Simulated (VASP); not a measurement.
# CuI (Marshite) (F-43m) in VASP: vibrations by perturbation theory with PBE

Aim: the vibrations by perturbation theory of CuI (Marshite) with PBE.

Everything below comes from runs of VASP 6.6.1. Logs are shortened: lines on timing, memory, paths and dates and some standing lists are left out, and cuts for length are marked.

### 1 The cell of the first run

Symmetry: F-43m, No. 216, cubic system. Conventional cell: a = 6.063 Å, b = 6.063 Å, c = 6.063 Å, α = 90.00°, β = 90.00°, γ = 90.00°. Cu (site symmetry -43m) has 4 I at 2.63 Å within 3.5 Å. Within 3.5 Å of I (site symmetry -43m) lie 4 Cu at 2.63 Å.

### 2 Vibrations by perturbation theory, PBE

INCAR

```
PREC = Accurate ; ENCUT = 520
EDIFF = 1E-8 ; ISMEAR = 1
SIGMA = 0.01 ; LREAL = F
LASPH = T ; NELM = 100
ALGO = Normal ; ISIF = 2
LWAVE = F ; LCHARG = T
GGA = PE ; NBANDS = 16
IBRION = 8 ; NSW = 1
```

KPOINTS

```
regular mesh
0
Gamma
  6 6 6
```

POSCAR

```
CuI
1.0
    0.0000000000      3.0315000000      3.0315000000
    3.0315000000      0.0000000000      3.0315000000
    3.0315000000      3.0315000000      0.0000000000
Cu I
1 1
Direct
    0.2500000000      0.2500000000      0.2500000000
    0.0000000000      0.0000000000      0.0000000000
```

Potentials or basis: VASP PAW PBE potentials, release 64 (Cu, I).

The run is started by

```bash
> cat potpaw_PBE.64/Cu/POTCAR potpaw_PBE.64/I/POTCAR > POTCAR
> mpirun -np 1 vasp_std > vasp.out
```

OUTCAR:

```text
PREC = Accurate
   ENCUT = 520
   EDIFF = 1E-8
   ISMEAR = 1
   LREAL = F
   LASPH = T
   NELM = 100
   ISIF = 2
   GGA = PE
   IBRION = 8
   NSW = 1

 ion  position               nearest neighbor table
   1  0.250  0.250  0.250-   2 2.63   2 2.63   2 2.63   2 2.63
   2  0.000  0.000  0.000-   1 2.63   1 2.63   1 2.63   1 2.63

  LATTYP: Found a face centered cubic cell.
 ALAT       =     6.0630000000

  Lattice vectors:

 A1 = (   0.0000000000,   3.0315000000,   3.0315000000)
 A2 = (   3.0315000000,   0.0000000000,   3.0315000000)
 A3 = (   3.0315000000,   3.0315000000,   0.0000000000)

Analysis of symmetry for initial positions (statically):
=====================================================================
 Subroutine PRICEL returns:
 Original cell was already a primitive cell.

 Routine SETGRP: Setting up the symmetry group for a
 face centered cubic supercell.

 Subroutine GETGRP returns: Found 24 space group operations
 (whereof 24 operations were pure point group operations)
 out of a pool of 48 trial point group operations.

The static configuration has the point symmetry T_d .

Analysis of symmetry for dynamics (positions and initial velocities):
=====================================================================
 Subroutine PRICEL returns:
 Original cell was already a primitive cell.

 Routine SETGRP: Setting up the symmetry group for a
 face centered cubic supercell.

 Subroutine GETGRP returns: Found 24 space group operations
 (whereof 24 operations were pure point group operations)
 out of a pool of 48 trial point group operations.

The dynamic configuration has the point symmetry T_d .

 Subroutine INISYM returns: Found 24 space group operations
 (whereof 24 operations are pure point group operations),
 and found     1 'primitive' translations

----------------------------------------------------------------------------------------

                                     Primitive cell

  volume of cell :      55.7189

  direct lattice vectors                    reciprocal lattice vectors
     0.000000000  3.031500000  3.031500000    -0.164934851  0.164934851  0.164934851
     3.031500000  0.000000000  3.031500000     0.164934851 -0.164934851  0.164934851
     3.031500000  3.031500000  0.000000000     0.164934851  0.164934851 -0.164934851

  length of vectors
     4.287188414  4.287188414  4.287188414     0.285675541  0.285675541  0.285675541

  position of ions in fractional coordinates (direct lattice)
     0.250000000  0.250000000  0.250000000
     0.000000000  0.000000000  0.000000000

  ion indices of the primitive-cell ions
   primitive index   ion index
                 1           1
                 2           2

----------------------------------------------------------------------------------------

 KPOINTS: regular mesh

Automatic generation of k-mesh.
 Grid dimensions read from file:
 generate k-points for:    6    6    6

 Generating k-lattice:

  Cartesian coordinates                     Fractional coordinates (reciprocal lattice)
    -0.027489142  0.027489142  0.027489142     0.166666667  0.000000000  0.000000000
     0.027489142 -0.027489142  0.027489142     0.000000000  0.166666667  0.000000000
     0.027489142  0.027489142 -0.027489142     0.000000000  0.000000000  0.166666667

  Length of vectors
     0.047612590  0.047612590  0.047612590

  Shift w.r.t. Gamma in fractional coordinates (k-lattice)
     0.000000000  0.000000000  0.000000000

 Subroutine IBZKPT returns following result:
 ===========================================
[... 62 lines left out ...]
  Thomas-Fermi vector in A             =   2.259971
   LORBIT       =      0    0 simple, 1 ext, 2 COOP (PROOUT), +10 PAW based schemes
   GGA     = PE    functional components
   LHFCALC =     F    Hartree Fock is set to
   AEXX    =    0.0000 exact exchange contribution
   IVDW    =     0    specifies the selected vdW correction
   LEPSILON=     F    determine dielectric tensor
   LRPA    =     F    only Hartree local field effects (RPA)
 non-spin polarized calculation
 Methfessel and Paxton  Order N= 1 SIGMA  =   0.01
  energy-cutoff  :      520.00
  volume of cell :       55.72
 maximum number of plane-waves:      1524
   NGX = 15   NGY = 15   NGZ = 15

--------------------------------------- Ionic step        1  -------------------------------------------

 number of electron      18.0000014 magnetization

 Free energy of the ion-electron system (eV)
  ---------------------------------------------------
  ext. energy  EPLUGINS =         0.00000000
  ---------------------------------------------------
  free energy    TOTEN  =        -5.55975074 eV

  energy without entropy =       -5.55975074  energy(sigma->0) =       -5.55975074

 E-fermi :   4.4915     XC(G=0):  -8.9361

 val. band max:        4.4317910177   @ k =   0.0000   0.0000   0.0000
 cond. band min:       5.5747335595   @ k =   0.0000   0.0000   0.0000
 fundamental gap:      1.1429425417
 Fermi energy:         4.4914616491

 k-point     1 :       0.0000    0.0000    0.0000
  band No.  band energies     occupation
      1      -9.5778      2.00000
      2       0.7933      2.00000
      3       0.7933      2.00000
      4       0.7933      2.00000
      5       2.5807      2.00000
      6       2.5807      2.00000
[... 283 lines left out ...]
      5       2.5353      2.00000
      6       2.5401      2.00000
[... 8 lines left out ...]
     15      15.9433      0.00000
     16      16.4781      0.00000

------------------------ aborting loop because EDIFF is reached ----------------------------------------

  FORCE on cell =-STRESS in cart. coord.  units (eV):
  Direction    XX          YY          ZZ          XY          YZ          ZX
  --------------------------------------------------------------------------------------
  -------------------------------------------------------------------------------------
  Total        0.1303767      0.1303767      0.1303767      0.0000000      0.0000000     -0.0000000
  in kB        3.7489357      3.7489357      3.7489357      0.0000000      0.0000000     -0.0000000
  external PRESSURE =       3.7489357 kB  Pullay stress =       0.0000000 kB

 VOLUME and BASIS-vectors are now :
 -----------------------------------------------------------------------------
  energy-cutoff  :      520.00
  volume of cell :       55.72
      direct lattice vectors                 reciprocal lattice vectors
     0.000000000  3.031500000  3.031500000    -0.164934851  0.164934851  0.164934851
     3.031500000  0.000000000  3.031500000     0.164934851 -0.164934851  0.164934851
     3.031500000  3.031500000  0.000000000     0.164934851  0.164934851 -0.164934851

 POSITION                                       TOTAL-FORCE (eV/Angst)
 -----------------------------------------------------------------------------------
      1.51575      1.51575      1.51575         0.000000      0.000000      0.000000
      0.00000      0.00000      0.00000        -0.000000     -0.000000     -0.000000
 -----------------------------------------------------------------------------------
    total drift:                                0.000001      0.000001      0.000001

  FREE ENERGIE OF THE ION-ELECTRON SYSTEM (eV)
  ---------------------------------------------------
  free  energy   TOTEN  =        -5.5597507448 eV

  energy  without entropy=       -5.5597507448  energy(sigma->0) =       -5.55975074

[... ionic steps 2 to 3 ...]

--------------------------------------- Ionic step        4  -------------------------------------------

------------------------ aborting loop because EDIFF is reached ----------------------------------------

[... ionic steps 5 to 6 ...]

--------------------------------------- Ionic step        7  -------------------------------------------

 Free energy of the ion-electron system (eV)
  ---------------------------------------------------
  ---------------------------------------------------
  free energy    TOTEN  =        -0.07860395 eV

  energy without entropy =       -0.07860395

------------------------ aborting loop because EDIFF is reached ----------------------------------------

 INTERNAL STRAIN TENSOR  FOR ION    2  DIRECTION 1   (eV/Angst):
 -----------------------------------------------------------------------------
    -0.01381  0.00000  0.00000
     0.00000  0.02023  3.02217
     0.00000  3.02217  0.02023

 INTERNAL STRAIN TENSOR FOR ION    2 for displacements in x,y,z  (eV/Angst):
          X           Y           Z          XY          YZ          ZX
  --------------------------------------------------------------------------------
  x     0.00000    -0.00000    -0.00000     0.00000     3.02217     0.00000
  y     0.00000     0.00000     0.00000     0.00000     0.00000     3.02217
  z    -0.00000    -0.00000     0.00000     3.02217     0.00000     0.00000

 SECOND DERIVATIVES (NOT SYMMETRIZED)
 ------------------------------------
               1X          1Y          1Z          2X          2Y          2Z
  1X    -2.489226    0.000000    0.000000    2.489226    0.000000    0.000000
  1Y     0.000000   -2.489226    0.000000    0.000000    2.489226    0.000000
  1Z     0.000000    0.000000   -2.489226    0.000000    0.000000    2.489226
  2X     2.462698    0.000000    0.000000   -2.462698    0.000000    0.000000
  2Y     0.000000    2.462698    0.000000    0.000000   -2.462698    0.000000
  2Z     0.000000    0.000000    2.462698    0.000000    0.000000   -2.462698

 Eigenvectors and eigenvalues of the dynamical matrix
 ----------------------------------------------------

   1 f  =    3.783724 THz    23.773841 2PiTHz  126.211458 cm-1    15.648219 meV
             X         Y         Z           dx          dy          dz
      1.515750  1.515750  1.515750    -0.578236   -0.578236   -0.000000
      0.000000  0.000000  0.000000     0.406993    0.406993   -0.000000
[... 21 lines left out ...]
   6 f/i=    0.009540 THz     0.059945 2PiTHz    0.318237 cm-1     0.039456 meV
             X         Y         Z           dx          dy          dz
      1.515750  1.515750  1.515750    -0.423523   -0.360410   -0.148389
      0.000000  0.000000  0.000000    -0.601721   -0.512053   -0.210824

--------------------------------------------------------------------------------------------------------

 ELASTIC MODULI CONTR FROM IONIC RELAXATION (kBar)
 Direction    XX          YY          ZZ          XY          YZ          ZX
 --------------------------------------------------------------------------------
 XX          -0.0000     -0.0000      0.0000      0.0000     -0.0000     -0.0000
 YY          -0.0000     -0.0000     -0.0000      0.0000      0.0000     -0.0000
 ZZ           0.0000     -0.0000     -0.0000     -0.0000      0.0000     -0.0000
 XY           0.0000      0.0000     -0.0000   -117.4735      0.0000      0.0000
 YZ          -0.0000      0.0000      0.0000      0.0000   -117.4735      0.0000
 ZX          -0.0000     -0.0000     -0.0000      0.0000      0.0000   -117.4735
 --------------------------------------------------------------------------------
```

It took 94 s on 1 thread of Intel Xeon Platinum 8375C at 2.90GHz (Ice Lake), shared host; peak memory 0.28 GiB.

Results:

```yaml
Highest_phonon_frequency_at_Γ_LO-TO_splitting_left_out: 126 cm⁻¹
```

Phonon frequencies in cm⁻¹ (negative: imaginary):
```tsv
q point	frequencies
(0.000, 0.000, 0.000)	0 0 0 126 126 126
```

Caveat: spin-orbit coupling is left out, which moves the levels of the heavy elements.
